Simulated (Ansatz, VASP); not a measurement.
## MgO: VASP beside Ansatz

File INCAR:

```
  PREC = Accurate
  ENCUT = 520
  EDIFF = 1E-6
  ISMEAR = 0
  SIGMA = 0.02
  LREAL = F
  LASPH = T
  NELM = 80
  ALGO = Normal
  ISIF = 2
  LWAVE = F
  LCHARG = F
  GGA = PE
  NBANDS = 16
```

The input KPOINTS:

```
regular mesh
0
Gamma
  9 9 6
```

Contents of POSCAR:

```
MgO
1.0
    3.6527826781      0.0000000000      0.0000000000
   -1.8263913391      3.1634025937      0.0000000000
    0.0000000000      0.0000000000      4.1267766542
Mg O
2 2
Direct
    0.6666666700      0.3333333300      0.7500000000
    0.3333333300      0.6666666700      0.2500000000
    0.6666666700      0.3333333300      0.2500000000
    0.3333333300      0.6666666700      0.7500000000
```

Input for Ansatz:

```yaml
crystal:
  lattice:
    - [3.6527826781, 0.0, 0.0]
    - [-1.8263913391, 3.1634025937, 0.0]
    - [0.0, 0.0, 4.1267766542]
  atoms:
    - { symbol: Mg, position: [0.66666667, 0.33333333, 0.75] }
    - { symbol: Mg, position: [0.33333333, 0.66666667, 0.25] }
    - { symbol: O, position: [0.66666667, 0.33333333, 0.25] }
    - { symbol: O, position: [0.33333333, 0.66666667, 0.75] }
basis:
  ecutwfc: 420
kpoints:
  mp_grid: { grid: [9, 9, 6] }
hamiltonian:
  xc: pbe
scf:
  occupations: { method: gaussian, width: 0.02 }
output:
  forces: true
  stress: true
  eigenvalues: true
  populations: true
```

Alike in both runs: task single point; functional PBE; k mesh 9 × 9 × 6; occupations gaussian, width 0.02 eV; no spin polarisation.

```csv
,VASP,Ansatz
version,VASP 6.6.1,Ansatz 0.2.0
potentials or method,"VASP PAW PBE potentials, release 64 (Mg, O), cutoff 520 eV","scalar-relativistic, plane waves, PAW"
valence electrons in the cell,16,32
```

|  | VASP | Ansatz | Ansatz less VASP |
| --- | --- | --- | --- |
| gap on the k mesh at the Fermi level (eV) | 3.14 | 3.15 | +0.016 |
| least direct gap on the mesh (eV) | 3.14 | 3.15 | +0.016 |
| pressure (GPa) | -4.6 | -4.1 | +0.50 |
| traceless stress, the component that is largest in VASP (GPa) | 5.37 | 5.42 | +0.054 |

With one functional, cell and mesh, what is left measures potentials, basis and numerics. VASP's potentials hold 16 valence electrons a cell and Ansatz's 32, so a difference there can come from the potentials and not from the codes.
